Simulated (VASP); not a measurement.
# CoO (I4/mmm) in VASP: a series of runs

The runs below take CoO through single point, with PBE.

All numbers are computed with VASP 6.6.1; they aren't measurements. Logs are shortened: lines on timing, memory, paths and dates and some standing lists are left out, and cuts for length are marked.

## 1. The cell of the first run

It takes space group I4/mmm (No. 139, tetragonal). The conventional cell has a = 3.065 Å, b = 3.065 Å, c = 4.284 Å, α = 90.00°, β = 90.00°, γ = 90.00°. Co (site symmetry 4/mmm) has 6 O at 2.14 to 2.17 Å within 2.8 Å. O (site symmetry 4/mmm) has 6 Co at 2.14 to 2.17 Å within 2.8 Å.

## 2. Single point, PBE, collinear spin, ferromagnetic start (10.06 Å³/atom)

The input, INCAR:

```
ALGO = Normal
EDIFF = 1E-7
ENCUT = 520
GGA = PE
ISIF = 2
ISMEAR = -1
ISPIN = 2
ISYM = 0
LASPH = True
LCHARG = True
LELF = True
LMAXMIX = 4
LORBIT = 11
LREAL = False
LVHAR = True
LWAVE = False
MAGMOM = 2 0
NBANDS = 18
NELM = 150
PREC = Accurate
SIGMA = 0.03
```

The input, KPOINTS:

```
k-points
0
Gamma
  13 13 15
```

The input, POSCAR:

```
CoO
1.0
   -1.5327258615      1.5327258615      2.1418011771
    1.5327258615     -1.5327258615      2.1418011771
    1.5327258615      1.5327258615     -2.1418011771
Co O
1 1
Direct
    0.0000000000      0.0000000000      0.0000000000
    0.5000000000      0.5000000000      0.0000000000
```

Potentials or basis: VASP PAW PBE potentials, release 64 (Co, O).

Started as:

```console
cat potpaw_PBE.64/Co/POTCAR potpaw_PBE.64/O/POTCAR > POTCAR
mpirun -np 1 vasp_std > vasp.out
```

OUTCAR:

```text
EDIFF = 1E-7
   ENCUT = 520
   GGA = PE
   ISIF = 2
   ISMEAR = -1
   ISPIN = 2
   ISYM = 0
   LASPH = True
   LORBIT = 11
   LREAL = False
   NELM = 150
   PREC = Accurate

 ion  position               nearest neighbor table
   1  0.000  0.000  0.000-   2 2.14   2 2.14   2 2.17   2 2.17   2 2.17   2 2.17
   2  0.500  0.500  0.000-   1 2.14   1 2.14   1 2.17   1 2.17   1 2.17   1 2.17

IMPORTANT INFORMATION: All symmetrisations will be switched off!
NOSYMM: (Re-)initialisation of all symmetry stuff for point group C_1.

----------------------------------------------------------------------------------------

                                     Primitive cell

  volume of cell :      20.1265

  direct lattice vectors                    reciprocal lattice vectors
    -1.532725861  1.532725861  2.141801177     0.000000000  0.326216196  0.233448373
     1.532725861 -1.532725861  2.141801177     0.326216196  0.000000000  0.233448373
     1.532725861  1.532725861 -2.141801177     0.326216196  0.326216196  0.000000000

  length of vectors
     3.047262610  3.047262610  3.047262610     0.401142306  0.401142306  0.461339369

  position of ions in fractional coordinates (direct lattice)
     0.000000000  0.000000000  0.000000000
     0.500000000  0.500000000  0.000000000

  ion indices of the primitive-cell ions
   primitive index   ion index
                 1           1
                 2           2

----------------------------------------------------------------------------------------

 KPOINTS: k-points

Automatic generation of k-mesh.
 Grid dimensions read from file:
 generate k-points for:   13   13   15

 Generating k-lattice:

  Cartesian coordinates                     Fractional coordinates (reciprocal lattice)
     0.000000000  0.025093554  0.017957567     0.076923077  0.000000000  0.000000000
     0.025093554  0.000000000  0.017957567     0.000000000  0.076923077  0.000000000
     0.021747746  0.021747746  0.000000000     0.000000000  0.000000000  0.066666667

  Length of vectors
     0.030857100  0.030857100  0.030755958

  Shift w.r.t. Gamma in fractional coordinates (k-lattice)
     0.000000000  0.000000000  0.000000000

 -----------------------------------------------------------------------------
|                                                                             |
|           W    W    AA    RRRRR   N    N  II  N    N   GGGG   !!!           |
|           W    W   A  A   R    R  NN   N  II  NN   N  G    G  !!!           |
|           W    W  A    A  R    R  N N  N  II  N N  N  G       !!!           |
|           W WW W  AAAAAA  RRRRR   N  N N  II  N  N N  G  GGG   !            |
|           WW  WW  A    A  R   R   N   NN  II  N   NN  G    G                |
|           W    W  A    A  R    R  N    N  II  N    N   GGGG   !!!           |
|                                                                             |
|     Your reciprocal lattice and k-lattice belong to different lattice       |
|     classes:                                                                |
|                                                                             |
|        The reciprocal lattice is body-centered tetragonal,                  |
|        whereas your k-lattice is base-centered monoclinic.                  |
|                                                                             |
|     Results are often still useful ...                                      |
|                                                                             |
 -----------------------------------------------------------------------------

 WARNING: IBZKPT: internal override: KBLOWUP is changed to .FALSE.
      ... skipping the blow-up phase ...

 Subroutine IBZKPT returns following result:
 ===========================================

 Found   1268 irreducible k-points:

 Following reciprocal coordinates:
            Coordinates               Weight
  0.000000  0.000000  0.000000      1.000000
  0.076923  0.000000  0.000000      2.000000
  0.153846 -0.000000  0.000000      2.000000
  0.230769 -0.000000  0.000000      2.000000
  0.307692 -0.000000  0.000000      2.000000
  0.384615  0.000000  0.000000      2.000000
[... 16 lines left out ...]
  0.153846  0.153846  0.000000      2.000000
  0.230769  0.153846  0.000000      2.000000
 [... further k-points ...]
   k-points           NKPTS =   1268   k-points in BZ     NKDIM =   1268   number of bands    NBANDS=     18
   number of dos      NEDOS =    301   number of ions     NIONS =      2
   total plane-waves  NPLWV =  13824
   dimension x,y,z NGX =    24 NGY =   24 NGZ =   24
   dimension x,y,z NGXF=    48 NGYF=   48 NGZF=   48
   ions per type =               1   1
   NGX,Y,Z   is equivalent  to a cutoff of  13.09, 13.09, 13.09 a.u.
   NGXF,Y,Z  is equivalent  to a cutoff of  26.19, 26.19, 26.19 a.u.
 SYSTEM =  unknown system
   PREC   = accura    normal or accurate (medium, high low for compatibility)
   ISTART =      0    job   : 0-new  1-cont  2-samecut
   ICHARG =      2    charge: 1-file 2-atom 10-const
   ISPIN  =      2    spin polarized calculation?
   LNONCOLLINEAR =      F non collinear calculations
   LSORBIT =      F    spin-orbit coupling
   LASPH  =      T    aspherical Exc in radial PAW
   ENCUT  =  520.0 eV  38.22 Ry    6.18 a.u.   5.67  5.67  5.67*2*pi/ulx,y,z
   NELM   =    150;   NELMIN=  2; NELMDL= -5     # of ELM steps
   EDIFF  = 0.1E-06   stopping-criterion for ELM
   LREAL  =      F    real-space projection
   EDIFFG = 0.1E-05   stopping-criterion for IOM
   NSW    =      0    number of steps for IOM
   IBRION =     -1    ionic relax: 0-MD 1-quasi-New 2-CG
   NFREE  =      0    steps in history (QN), initial steepest desc. (CG)
   ISIF   =      2    stress and relaxation
   ISYM   =      0    0-nonsym 1-usesym 2-fastsym
   POTIM  = 0.5000    time-step for ionic-motion
   TEBEG  =    0.0;   TEEND  =   0.0 temperature during run
   PSTRESS=    0.0 pullay stress
   NELECT =      15.0000    total number of electrons
   NUPDOWN=      -1.0000    fix difference up-down
   EMIN   =  10.00;   EMAX   =-10.00  energy-range for DOS
   EFERMI =   0.00;   METHOD = LEGACY
   ISMEAR =    -1;   SIGMA  =   0.03  broadening in eV -4-tet -1-fermi 0-gaus
   EFERMI_NEDOS =   21; number of points for ismear=-14 and -15
   IALGO  =     38    algorithm
   IMIX   =      4    mixing-type and parameters
     AMIX     =   0.40;   BMIX     =  1.00
     AMIX_MAG =   1.60;   BMIX_MAG =  1.00
  volume/ion in A,a.u.               =      10.06        67.91
  Fermi-wavevector in a.u.,A,eV,Ry     =   1.484280  2.804883 29.974826  2.203088
  Thomas-Fermi vector in A             =   2.597837
   LORBIT       =     11    0 simple, 1 ext, 2 COOP (PROOUT), +10 PAW based schemes
   GGA     = PE    functional components
   LHFCALC =     F    Hartree Fock is set to
   AEXX    =    0.0000 exact exchange contribution
   IVDW    =     0    specifies the selected vdW correction
   LEPSILON=     F    determine dielectric tensor
   LRPA    =     F    only Hartree local field effects (RPA)
 spin polarized calculation
  energy-cutoff  :      520.00
  volume of cell :       20.13
 maximum number of plane-waves:       553
   NGX = 11   NGY = 11   NGZ = 11

 number of electron      15.0000002 magnetization       2.9847116

 Free energy of the ion-electron system (eV)
  ---------------------------------------------------
  ext. energy  EPLUGINS =         0.00000000
  ---------------------------------------------------
  free energy    TOTEN  =       -13.02654177 eV

  energy without entropy =      -13.01432967  energy(sigma->0) =      -13.02043572

 E-fermi :   7.3370     XC(G=0): -12.1770

 val. band max:        7.3369353004   @ k =  -0.4615  -0.3846   0.2667
 cond. band min:       7.3376651310   @ k =  -0.4615   0.2308   0.0000
 fundamental gap:      0.0007298305
 Fermi energy:         7.3370221175

 spin component 1

 k-point     1 :       0.0000    0.0000    0.0000
  band No.  band energies     occupation
      1     -12.4820      1.00000
      2       4.0630      1.00000
      3       4.0846      1.00000
      4       4.2485      1.00000
      5       4.2497      1.00000
      6       4.3719      1.00000
[... 10 lines left out ...]
     17      28.3707      0.00000
     18      31.5469      0.00000

 k-point     2 :       0.0769    0.0000    0.0000
  band No.  band energies     occupation
      1     -12.4253      1.00000
      2       3.5482      1.00000
      3       3.5801      1.00000
      4       3.6768      1.00000
      5       4.2665      1.00000
      6       4.3504      1.00000
[... 10 lines left out ...]
     17      29.0209      0.00000
     18      32.4553      0.00000
[... 442 lines left out ...]
 k-point    24 :       0.2308    0.1538    0.0000
  band No.  band energies     occupation
      1     -11.7245      1.00000
      2       0.7965      1.00000
      3       1.8845      1.00000
      4       2.4333      1.00000
      5       4.6099      1.00000
      6       4.6710      1.00000
[... 10 lines left out ...]
     17      34.6336      0.00000
     18      35.7239      0.00000

 [... further k-points ...]

 spin component 2

 k-point     1 :       0.0000    0.0000    0.0000
  band No.  band energies     occupation
      1     -11.9490      1.00000
      2       4.9536      1.00000
      3       5.0099      1.00000
      4       5.0100      1.00000
      5       6.3149      1.00000
      6       6.3150      1.00000
[... 10 lines left out ...]
     17      29.3515      0.00000
     18      32.3628      0.00000

 k-point     2 :       0.0769    0.0000    0.0000
  band No.  band energies     occupation
      1     -11.8905      1.00000
      2       4.4514      1.00000
      3       4.7616      1.00000
      4       4.7969      1.00000
      5       6.3941      1.00000
      6       6.4004      1.00000
[... 10 lines left out ...]
     17      29.8449      0.00000
     18      33.3062      0.00000
[... 442 lines left out ...]
 k-point    24 :       0.2308    0.1538    0.0000
  band No.  band energies     occupation
      1     -11.1627      1.00000
      2       1.5283      1.00000
      3       3.3534      1.00000
      4       3.3782      1.00000
      5       6.7550      1.00000
      6       7.1256      0.99913
[... 10 lines left out ...]
     17      35.1846      0.00000
     18      36.2720      0.00000

 [... further k-points ...]
[... 5 lines left out ...]
  --------------------------------------------------------------------------------------
  -------------------------------------------------------------------------------------
  Total       -1.0180313     -1.0180218     -1.0413611      0.0006200      0.0008009      0.0008036
  in kB      -81.0407761    -81.0400182    -82.8979547      0.0493524      0.0637584      0.0639730
  external PRESSURE =     -81.6595830 kB  Pullay stress =       0.0000000 kB

 VOLUME and BASIS-vectors are now :
 -----------------------------------------------------------------------------
  energy-cutoff  :      520.00
  volume of cell :       20.13
      direct lattice vectors                 reciprocal lattice vectors
    -1.532725861  1.532725861  2.141801177     0.000000000  0.326216196  0.233448373
     1.532725861 -1.532725861  2.141801177     0.326216196  0.000000000  0.233448373
     1.532725861  1.532725861 -2.141801177     0.326216196  0.326216196  0.000000000

 POSITION                                       TOTAL-FORCE (eV/Angst)
 -----------------------------------------------------------------------------------
      0.00000      0.00000      0.00000         0.000000      0.000000      0.000000
      0.00000      0.00000      2.14180        -0.000000     -0.000000     -0.000000
 -----------------------------------------------------------------------------------
    total drift:                                0.000000      0.000000      0.000000

  FREE ENERGIE OF THE ION-ELECTRON SYSTEM (eV)
  ---------------------------------------------------
  free  energy   TOTEN  =       -13.0265417740 eV

  energy  without entropy=      -13.0143296742  energy(sigma->0) =      -13.02043572

 total charge

# of ion       s       p       d       tot
------------------------------------------
    1        0.283   0.330   7.112   7.726
    2        1.556   3.406   0.000   4.961
--------------------------------------------------
tot          1.839   3.736   7.112  12.687

 magnetization (x)

# of ion       s       p       d       tot
------------------------------------------
    1        0.020   0.017   2.575   2.612
    2        0.027   0.291   0.000   0.318
--------------------------------------------------
tot          0.048   0.307   2.575   2.930
```

It took 27 min on 1 thread of Oxide Virtual Turin-like, shared host; peak memory 0.69 GiB.

What came out:

| Property | Result |
| --- | --- |
| Free energy | -13.0265 eV |
| Pressure | -8.2 GPa |
| Band gap on the k mesh | zero (filled and empty bands overlap) |
| Net moment | 2.98 μB per cell |
| Site moments | Co +2.61; O +0.32 μB |
| Valence electrons inside the program's atomic spheres | Co 7.73; O 4.96 |

Stress tensor (GPa, compression positive):
```
-8.10  0.00  0.01
 0.00 -8.10  0.01
 0.01  0.01 -8.29
```

Caveat: the cell stands under tension; a cell with one magnetic atom can't hold antiferromagnetic order, which such compounds often take; semilocal functionals often make such compounds metallic where correlation or magnetic order opens a gap, which also shifts bond lengths.

## 3. Single point, PBE, collinear spin, ferromagnetic start (10.16 Å³/atom)

This run uses another cell than the first one, of 10.16 Å³/atom.

The input, INCAR:

```
SYSTEM = CoO
PREC = Accurate
ENCUT = 520
EDIFF = 1E-6
ISMEAR = -1
SIGMA = 0.03
LREAL = .FALSE.
LASPH = .TRUE.
NELM = 150
ALGO = Normal
ISIF = 2
LWAVE = .FALSE.
LCHARG = .TRUE.
ISPIN = 2
MAGMOM = 2 0
LORBIT = 11
LMAXMIX = 4
GGA = PE
LELF = .TRUE.
LVHAR = .TRUE.
NBANDS = 18
ISYM = 0
```

The input, KPOINTS:

```
regular mesh
0
G
  13 13 15
  0 0 0
```

The input, POSCAR:

```
CoO
1.0
   -1.5375762921      1.5375762921      2.1485790741
    1.5375762921     -1.5375762921      2.1485790741
    1.5375762921      1.5375762921     -2.1485790741
Co O
1 1
Direct
    0.0000000000      0.0000000000      0.0000000000
    0.5000000000      0.5000000000      0.0000000000
```

Potentials or basis: VASP PAW PBE potentials, release 64 (Co, O).

Started as:

```console
cat potpaw_PBE.64/Co/POTCAR potpaw_PBE.64/O/POTCAR > POTCAR
mpirun -np 1 vasp_std > vasp.out
```

Run time: 36 min. Hardware: 1 thread of Oxide Virtual Turin-like, shared host; peak memory 0.7 GiB.

The run converged. Its results:

| Property | Result |
| --- | --- |
| Free energy | -13.0161 eV |
| Pressure | -9.6 GPa |
| Band gap on the k mesh | zero (filled and empty bands overlap) |
| Net moment | 2.99 μB per cell |
| Site moments | Co +2.62; O +0.32 μB |
| Valence electrons inside the program's atomic spheres | Co 7.71; O 4.96 |

Stress tensor (GPa, compression positive):
```
-9.53 -0.03  0.01
-0.03 -9.53  0.01
 0.01  0.01 -9.77
```

Levels at points of the mesh, in eV from the Fermi level:
Spin up:
| k point | band 7 | band 8 | band 9 | band 10 | band 11 | band 12 |
| --- | --- | --- | --- | --- | --- | --- |
| (0.00, 0.00, 0.00) | -2.93 | -2.88 | -2.88 | 0.76 | 16.71 | 17.74 |
Spin down:
```tsv
k point	band 2	band 3	band 4	band 5	band 6	band 7	band 8	band 9	band 10	band 11
(0.00, 0.00, 0.00)	-2.35	-2.29	-2.29	-1.00	-1.00	-0.98	0.10	0.16	1.32	16.61
```

Caveat: the cell stands under tension; a cell with one magnetic atom can't hold antiferromagnetic order, which such compounds often take; semilocal functionals often make such compounds metallic where correlation or magnetic order opens a gap, which also shifts bond lengths. With open d or f shells a metallic result of PBE can be an artefact of self-interaction; +U or a hybrid may open a gap.
